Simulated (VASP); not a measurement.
# LiSb2Rh (R-3m) in VASP: further runs

The runs below take LiSb2Rh through single point, relaxation of cell and atoms, with PBE.

Program: VASP 6.6.1. These are calculated values, not measurements. Logs are shortened: lines on timing, memory, paths and dates and some standing lists are left out, and cuts for length are marked.

## (1) The cell of the first run

Symmetry: R-3m, No. 166, trigonal system. Conventional cell: a = 4.350 Å, b = 4.350 Å, c = 15.446 Å, α = 90.00°, β = 90.00°, γ = 120.00°. Within 3.6 Å of Rh (site symmetry -3m) lie 6 Sb at 2.72 Å and 6 Li at 3.60 Å. Within 3.9 Å of Li (site symmetry -3m) lie 8 Sb at 2.94 to 3.62 Å and 6 Rh at 3.60 Å. Sb (site symmetry 3m) has 3 Rh at 2.72 Å and 4 Li at 2.94 to 3.62 Å and 3 Sb at 3.26 Å within 3.7 Å.

## (2) Single point, PBE

The input, INCAR:

```
PREC = Accurate
ENCUT = 520
EDIFF = 1E-6
ISMEAR = -1
SIGMA = 0.1
LREAL = False
LASPH = True
NELM = 100
ALGO = Normal
ISIF = 2
LWAVE = False
LCHARG = False
GGA = PE
NBANDS = 22
```

The input, KPOINTS:

```
regular mesh
0
Gamma
  7 7 7
```

The input, POSCAR:

```
LiSb2Rh
1.0
    4.3500117733      0.0000003293      0.0000001205
   -2.1750061719      3.7672205378      0.0000000431
   -2.1750061243      1.2557399283      5.1487319535
Rh Li Sb
1 1 2
Direct
    0.0000000000      0.0000000000      0.0000000000
    0.5000000000      0.5000000000      0.5000000000
    0.2658405203      0.7341594797      0.7975215610
    0.7341594797      0.2658405203      0.2024784390
```

Potentials or basis: VASP PAW PBE potentials, release 64 (Rh_pv, Li_sv, Sb).

Launch:

```console
$ cat potpaw_PBE.64/Rh_pv/POTCAR potpaw_PBE.64/Li_sv/POTCAR potpaw_PBE.64/Sb/POTCAR > POTCAR
$ mpirun -np 1 vasp_std > vasp.out
```

OUTCAR:

```text
PREC = Accurate
   ENCUT = 520
   EDIFF = 1E-6
   ISMEAR = -1
   LREAL = False
   LASPH = True
   NELM = 100
   ISIF = 2
   GGA = PE

 ion  position               nearest neighbor table
   1  0.000  0.000  0.000-   3 2.72   4 2.72   3 2.72   4 2.72   4 2.72   3 2.72
   2  0.500  0.500  0.500-   4 2.94   3 2.94   3 2.94   4 2.94   3 2.94   4 2.94
   3  0.266  0.734  0.798-   1 2.72   1 2.72   1 2.72   2 2.94   2 2.94   2 2.94   4 3.26   4 3.26
                             4 3.26
   4  0.734  0.266  0.202-   1 2.72   1 2.72   1 2.72   2 2.94   2 2.94   2 2.94   3 3.26   3 3.26
                             3 3.26

  LATTYP: Found a trigonal (rhomboedric) cell.
 ALAT       =     5.7286102274
 COS(alpha) =     0.7116949026

  Lattice vectors:

 A1 = (   0.0000000476,  -2.5114806095,   5.1487319104)
 A2 = (   2.1750056490,   1.2557402576,   5.1487320740)
 A3 = (  -2.1750061243,   1.2557399283,   5.1487319535)

Analysis of symmetry for initial positions (statically):
=====================================================================
 Subroutine PRICEL returns:
 Original cell was already a primitive cell.

 Routine SETGRP: Setting up the symmetry group for a
 trigonal (rhombohedral) supercell.

 Subroutine GETGRP returns: Found 12 space group operations
 (whereof 12 operations were pure point group operations)
 out of a pool of 12 trial point group operations.

The static configuration has the point symmetry D_3d.

Analysis of symmetry for dynamics (positions and initial velocities):
=====================================================================
 Subroutine PRICEL returns:
 Original cell was already a primitive cell.

 Routine SETGRP: Setting up the symmetry group for a
 trigonal (rhombohedral) supercell.

 Subroutine GETGRP returns: Found 12 space group operations
 (whereof 12 operations were pure point group operations)
 out of a pool of 12 trial point group operations.

The dynamic configuration has the point symmetry D_3d.

 Subroutine INISYM returns: Found 12 space group operations
 (whereof 12 operations are pure point group operations),
 and found     1 'primitive' translations

----------------------------------------------------------------------------------------

                                     Primitive cell

  volume of cell :      84.3746

  direct lattice vectors                    reciprocal lattice vectors
     4.350011773  0.000000329  0.000000121     0.229884423  0.132723856  0.064740869
    -2.175006172  3.767220538  0.000000043    -0.000000018  0.265447683 -0.064740852
    -2.175006124  1.255739928  5.148731953    -0.000000005 -0.000000005  0.194222578

  length of vectors
     4.350011773  4.350011773  5.728610227     0.273228568  0.273228568  0.194222578

  position of ions in fractional coordinates (direct lattice)
     0.000000000  0.000000000  0.000000000
     0.500000000  0.500000000  0.500000000
     0.265840520  0.734159480  0.797521561
     0.734159480  0.265840520  0.202478439

  ion indices of the primitive-cell ions
   primitive index   ion index
                 1           1
                 2           2
                 3           3
                 4           4

----------------------------------------------------------------------------------------

 KPOINTS: regular mesh

Automatic generation of k-mesh.
 Grid dimensions read from file:
 generate k-points for:    7    7    7

 Generating k-lattice:

  Cartesian coordinates                     Fractional coordinates (reciprocal lattice)
     0.032840632  0.018960551  0.009248696     0.142857143  0.000000000  0.000000000
    -0.000000003  0.037921098 -0.009248693     0.000000000  0.142857143  0.000000000
    -0.000000001 -0.000000001  0.027746083     0.000000000 -0.000000000  0.142857143

  Length of vectors
     0.039032653  0.039032653  0.027746083

  Shift w.r.t. Gamma in fractional coordinates (k-lattice)
     0.000000000  0.000000000  0.000000000

 Subroutine IBZKPT returns following result:
 ===========================================

 Found     44 irreducible k-points:

 Following reciprocal coordinates:
            Coordinates               Weight
  0.000000  0.000000  0.000000      1.000000
  0.142857 -0.000000 -0.000000      6.000000
  0.285714  0.000000  0.000000      6.000000
  0.428571  0.000000  0.000000      6.000000
  0.142857  0.142857 -0.000000      6.000000
  0.285714  0.142857  0.000000     12.000000
[... 16 lines left out ...]
  0.142857  0.285714  0.142857     12.000000
  0.285714  0.285714  0.142857     12.000000
 [... further k-points ...]
   k-points           NKPTS =     44   k-points in BZ     NKDIM =     44   number of bands    NBANDS=     22
   number of dos      NEDOS =    301   number of ions     NIONS =      4
   total plane-waves  NPLWV =  49152
   dimension x,y,z NGX =    32 NGY =   32 NGZ =   48
   dimension x,y,z NGXF=    64 NGYF=   64 NGZF=   96
   ions per type =               1   1   2
   NGX,Y,Z   is equivalent  to a cutoff of  12.23, 12.23, 13.93 a.u.
   NGXF,Y,Z  is equivalent  to a cutoff of  24.46, 24.46, 27.86 a.u.
 SYSTEM =  unknown system
   PREC   = accura    normal or accurate (medium, high low for compatibility)
   ISTART =      0    job   : 0-new  1-cont  2-samecut
   ICHARG =      2    charge: 1-file 2-atom 10-const
   ISPIN  =      1    spin polarized calculation?
   LNONCOLLINEAR =      F non collinear calculations
   LSORBIT =      F    spin-orbit coupling
   LASPH  =      T    aspherical Exc in radial PAW
   ENCUT  =  520.0 eV  38.22 Ry    6.18 a.u.   8.09  8.09 10.65*2*pi/ulx,y,z
   NELM   =    100;   NELMIN=  2; NELMDL= -5     # of ELM steps
   EDIFF  = 0.1E-05   stopping-criterion for ELM
   LREAL  =      F    real-space projection
   EDIFFG = 0.1E-04   stopping-criterion for IOM
   NSW    =      0    number of steps for IOM
   IBRION =     -1    ionic relax: 0-MD 1-quasi-New 2-CG
   NFREE  =      0    steps in history (QN), initial steepest desc. (CG)
   ISIF   =      2    stress and relaxation
   ISYM   =      2    0-nonsym 1-usesym 2-fastsym
   POTIM  = 0.5000    time-step for ionic-motion
   TEBEG  =    0.0;   TEEND  =   0.0 temperature during run
   PSTRESS=    0.0 pullay stress
   NELECT =      28.0000    total number of electrons
   NUPDOWN=      -1.0000    fix difference up-down
   EMIN   =  10.00;   EMAX   =-10.00  energy-range for DOS
   EFERMI =   0.00;   METHOD = LEGACY
   ISMEAR =    -1;   SIGMA  =   0.10  broadening in eV -4-tet -1-fermi 0-gaus
   EFERMI_NEDOS =   21; number of points for ismear=-14 and -15
   IALGO  =     38    algorithm
   IMIX   =      4    mixing-type and parameters
     AMIX     =   0.40;   BMIX     =  1.00
     AMIX_MAG =   1.60;   BMIX_MAG =  1.00
  volume/ion in A,a.u.               =      21.09       142.35
  Fermi-wavevector in a.u.,A,eV,Ry     =   1.133418  2.141850 17.478550  1.284637
  Thomas-Fermi vector in A             =   2.270121
   LORBIT       =      0    0 simple, 1 ext, 2 COOP (PROOUT), +10 PAW based schemes
   GGA     = PE    functional components
   LHFCALC =     F    Hartree Fock is set to
   AEXX    =    0.0000 exact exchange contribution
   IVDW    =     0    specifies the selected vdW correction
   LEPSILON=     F    determine dielectric tensor
   LRPA    =     F    only Hartree local field effects (RPA)
 non-spin polarized calculation
  energy-cutoff  :      520.00
  volume of cell :       84.37
 maximum number of plane-waves:      2286
   NGX = 17   NGY = 17   NGZ = 21

 number of electron      28.0000007 magnetization

 Free energy of the ion-electron system (eV)
  ---------------------------------------------------
  ext. energy  EPLUGINS =         0.00000000
  ---------------------------------------------------
  free energy    TOTEN  =       -18.73042166 eV

  energy without entropy =      -18.67156051  energy(sigma->0) =      -18.70099108

 E-fermi :   7.3617     XC(G=0): -10.2149

 val. band max:        7.3527151464   @ k =   0.1429  -0.0000   0.2857
 cond. band min:       7.3749305970   @ k =   0.1429  -0.2857   0.2857
 fundamental gap:      0.0222154506
 Fermi energy:         7.3617213487

 k-point     1 :       0.0000    0.0000    0.0000
  band No.  band energies     occupation
      1     -39.7929      2.00000
      2     -38.5906      2.00000
      3     -38.5906      2.00000
      4     -38.3437      2.00000
      5      -4.3228      2.00000
      6      -0.1093      2.00000
[... 14 lines left out ...]
     21      12.9722      0.00000
     22      14.6376      0.00000

 k-point     2 :       0.1429   -0.0000   -0.0000
  band No.  band energies     occupation
      1     -39.7928      2.00000
      2     -38.5913      2.00000
      3     -38.5907      2.00000
      4     -38.3436      2.00000
      5      -4.1159      2.00000
      6      -0.3573      2.00000
[... 14 lines left out ...]
     21      14.0246      0.00000
     22      15.1644      0.00000

 k-point     3 :       0.2857    0.0000    0.0000
  band No.  band energies     occupation
      1     -39.7927      2.00000
      2     -38.5930      2.00000
      3     -38.5911      2.00000
      4     -38.3434      2.00000
      5      -3.5276      2.00000
      6      -0.9499      2.00000
[... 14 lines left out ...]
     21      13.8499      0.00000
     22      15.7004      0.00000
[... 476 lines left out ...]
 k-point    23 :       0.1429    0.2857    0.1429
  band No.  band energies     occupation
      1     -39.7927      2.00000
      2     -38.5937      2.00000
      3     -38.5917      2.00000
      4     -38.3433      2.00000
      5      -3.0333      2.00000
      6      -1.2426      2.00000
[... 14 lines left out ...]
     21      14.8391      0.00000
     22      15.5094      0.00000

 k-point    24 :       0.2857    0.2857    0.1429
  band No.  band energies     occupation
      1     -39.7927      2.00000
      2     -38.5937      2.00000
      3     -38.5927      2.00000
      4     -38.3432      2.00000
      5      -2.3432      2.00000
      6      -1.7186      2.00000
[... 14 lines left out ...]
     21      14.5311      0.00000
     22      15.2765      0.00000

 [... further k-points ...]

------------------------ aborting loop because EDIFF is reached ----------------------------------------

  FORCE on cell =-STRESS in cart. coord.  units (eV):
  Direction    XX          YY          ZZ          XY          YZ          ZX
  --------------------------------------------------------------------------------------
  -------------------------------------------------------------------------------------
  Total       -0.0932293     -0.0932293     -0.0394452      0.0000000     -0.0000000     -0.0000000
  in kB       -1.7703169     -1.7703169     -0.7490183      0.0000000     -0.0000000     -0.0000000
  external PRESSURE =      -1.4298840 kB  Pullay stress =       0.0000000 kB

 VOLUME and BASIS-vectors are now :
 -----------------------------------------------------------------------------
  energy-cutoff  :      520.00
  volume of cell :       84.37
      direct lattice vectors                 reciprocal lattice vectors
     4.350011773  0.000000329  0.000000121     0.229884423  0.132723856  0.064740869
    -2.175006172  3.767220538  0.000000043    -0.000000018  0.265447683 -0.064740852
    -2.175006124  1.255739928  5.148731953    -0.000000005 -0.000000005  0.194222578

 POSITION                                       TOTAL-FORCE (eV/Angst)
 -----------------------------------------------------------------------------------
      0.00000      0.00000      0.00000         0.000000     -0.000000     -0.000000
     -0.00000      2.51148      2.57437         0.000000     -0.000000     -0.000000
     -2.17501      3.76722      4.10622        -0.000000     -0.000000      0.007403
      2.17501      1.25574      1.04251         0.000000      0.000000     -0.007403
 -----------------------------------------------------------------------------------
    total drift:                                0.000000     -0.000000      0.000000

  FREE ENERGIE OF THE ION-ELECTRON SYSTEM (eV)
  ---------------------------------------------------
  free  energy   TOTEN  =       -18.7304216596 eV

  energy  without entropy=      -18.6715605100  energy(sigma->0) =      -18.70099108
```

Wall time 32 s (1 thread of Intel Xeon 6975P-C (Granite Rapids), shared host); peak memory 0.26 GiB.

What came out:

| Property | Result |
| --- | --- |
| Free energy | -18.7304 eV |
| Largest force | 0.007 eV/Å |
| Band gap on the k mesh | zero (bands 14 and 15 overlap by 1.34 eV) |

Forces in eV/Å, atoms in the order of the input:
```
Rh   0.000  0.000  0.000
Li   0.000  0.000  0.000
Sb   0.000  0.000  0.007
Sb   0.000  0.000 -0.007
```

Levels at points of the mesh, in eV from the Fermi level:
```tsv
k point	band 12	band 13	band 14	band 15	band 16	band 17
(0.00, 0.00, 0.00)	-0.05	0.82	0.88	0.88	2.38	2.38
```

Caveat: the cutoff is under 1.25 times the usual one of these potentials, so pressure, stress and relaxed cells hold a basis-set (Pulay) error; spin-orbit coupling is left out, which moves the levels of the heavy elements.

## (3) Relaxation of cell and atoms, PBE

This run uses another cell than the first one, of 19.52 Å³/atom.

The input, INCAR:

```
  PREC = Accurate
  ENCUT = 600
  EDIFF = 1E-7
  ISMEAR = -1
  SIGMA = 0.1
  LREAL = F
  LASPH = T
  NELM = 100
  ALGO = Normal
  ISIF = 3
  LWAVE = F
  LCHARG = F
  GGA = PE
  IBRION = 2
  NSW = 80
  EDIFFG = -0.01
```

The input, KPOINTS:

```
Automatic mesh
0
Gamma
  7 7 7
```

The input, POSCAR:

```
LiSb2Rh
1.0
    3.8510824900      0.0000000000      0.0000000000
   -1.9255417500      3.3351394600      0.0000000000
   -1.9255417500      1.1117128200      6.0784245600
Rh Li Sb
1 1 2
Direct
    0.0000000000      0.0000000000      0.0000000000
    0.5000000000      0.5000000000      0.5000000000
    0.2500000000      0.7500000000      0.7500000000
    0.7500000000      0.2500000000      0.2500000000
```

Potentials or basis: VASP PAW PBE potentials, release 64 (Rh_pv, Li_sv, Sb).

Launch:

```console
$ cat potpaw_PBE.64/Rh_pv/POTCAR potpaw_PBE.64/Li_sv/POTCAR potpaw_PBE.64/Sb/POTCAR > POTCAR
$ mpirun -np 1 vasp_std > vasp.out
```

It took 18 min on 1 thread of Intel Xeon 6975P-C (Granite Rapids), shared host; peak memory 0.32 GiB.

The run converged. Its results:

| Quantity | Value |
| --- | --- |
| Free energy | -18.7267 eV |
| Relaxed volume | 21.25 Å³/atom |
| Relaxed cell | a = 4.324 Å, b = 4.324 Å, c = 5.813 Å, α = 68.16°, β = 111.84°, γ = 120.00° |
| Space group after relaxing (to 0.1 Å) | R-3m (No. 166) |
| Energy gained by relaxing | 125.7 meV/atom |
| Ionic steps | 44 |
| Pressure after relaxing | 0.0 GPa |
| Largest force after relaxing | 0.004 eV/Å |
| Band gap on the k mesh | zero (bands 14 and 15 overlap by 1.40 eV) |

Forces on the atoms (eV/Å):
```
Rh   0.000  0.000  0.000
Li   0.000  0.000  0.000
Sb   0.000  0.000 -0.004
Sb   0.000  0.000  0.004
```

Step by step:
```csv
step,energy change (eV),largest force (eV/Å),pressure (GPa),volume (Å³)
1,0.0000,1.1186,3.71,78.07
3,-0.2106,1.0991,-3.17,87.51
5,-0.4025,0.0561,1.33,87.13
7,-0.4168,0.0066,0.59,89.20
9,-0.4197,0.0070,-0.01,90.67
11,-0.4200,0.0032,0.01,90.67
13,-0.4220,0.0115,0.08,90.66
15,-0.4459,0.0266,0.22,90.33
17,-0.4781,0.1871,0.15,89.73
19,-0.4792,0.2431,0.15,89.57
21,-0.4793,0.2509,0.08,89.59
23,-0.4798,0.2430,0.04,89.60
25,-0.4815,0.2074,-0.13,89.64
27,-0.4854,0.0696,-0.79,89.82
29,-0.4895,0.0663,-0.49,89.12
31,-0.4916,0.0521,1.02,86.00
33,-0.4954,0.0162,0.20,87.16
35,-0.4971,0.0550,-0.04,86.78
37,-0.5015,0.0058,0.13,85.76
39,-0.5022,0.0535,0.30,84.95
41,-0.5025,0.0222,-0.02,85.13
43,-0.5026,0.0151,-0.02,85.09
44,-0.5026,0.0042,-0.02,85.01
```

Final structure:
```
CELL_PARAMETERS angstrom
4.32438 0.00000 0.00000
-2.16219 3.74503 0.00000
-2.16219 1.24834 5.24933
ATOMIC_POSITIONS crystal
Rh 0.00000 0.00000 0.00000
Li 0.50000 0.50000 0.50000
Sb 0.26633 0.73367 0.79899
Sb 0.73367 0.26633 0.20101
```

Levels at points of the mesh, in eV from the Fermi level:
| k point | band 12 | band 13 | band 14 | band 15 | band 16 | band 17 |
| --- | --- | --- | --- | --- | --- | --- |
| (0.00, 0.00, 0.00) | -0.11 | 0.90 | 0.91 | 0.91 | 2.47 | 2.47 |

Caveat: the cutoff is under 1.25 times the usual one of these potentials, so pressure, stress and relaxed cells hold a basis-set (Pulay) error; spin-orbit coupling is left out, which moves the levels of the heavy elements.
